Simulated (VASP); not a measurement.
Wanted: the native input for a VASP 6.6.1 run.

```yaml
Task: single point
Functional: PBE
Potentials_or_basis: VASP PAW PBE potentials, release 64 (Mg, Sn_d, O)
Cutoff: 520 eV
k_mesh: 12 × 12 × 16
Occupations: gaussian, width 0.1 eV
Spin: no spin polarisation
Dipole_correction: no
Further_INCAR_settings: ALGO = Normal; EDIFF = 1e-06; NBANDS = 22
```

The structure of MgSnO2 lies in POSCAR:

```
MgSnO2
1.0
    4.2919606968      0.0000000000      0.0000000000
    0.0000000000      4.2919606968      0.0000000000
    0.0000000000      0.0000000000      3.0041627522
Mg Sn O
1 1 2
Direct
    0.5000000000      0.5000000000      0.5000000000
    0.0000000000      0.0000000000      0.0000000000
    0.5000000000      0.0000000000      0.0000000000
    0.0000000000      0.5000000000      0.0000000000
```

The input as run:

INCAR

```
SYSTEM = MgSnO2
  PREC = Accurate
  ENCUT = 520
  EDIFF = 1E-6
  ISMEAR = 0
  SIGMA = 0.1
  LREAL = .False.
  LASPH = .True.
  NELM = 80
  ALGO = Normal
  ISIF = 2
  LWAVE = .False.
  LCHARG = .False.
  GGA = PE
  NBANDS = 22
```

KPOINTS

```
regular mesh
0
Gamma
  12 12 16
  0 0 0
```

Potentials or basis: VASP PAW PBE potentials, release 64 (Mg, Sn_d, O).

The run is started by

```sh
$ cat potpaw_PBE.64/Mg/POTCAR potpaw_PBE.64/Sn_d/POTCAR potpaw_PBE.64/O/POTCAR > POTCAR
$ mpirun -np 1 vasp_std > vasp.out
```

It gave:

```
Pressure               : 0.1 GPa
Band gap on the k mesh : zero (band 14 reaches 8.00 eV, above the bottom of band 15 at 6.30 eV)
```

Caveat: spin-orbit coupling is left out, which moves the levels of the heavy elements.

Wall time 3.6 min on 1 thread of Oxide Virtual Turin-like Processor, on a shared host, peak memory 0.37 GiB.
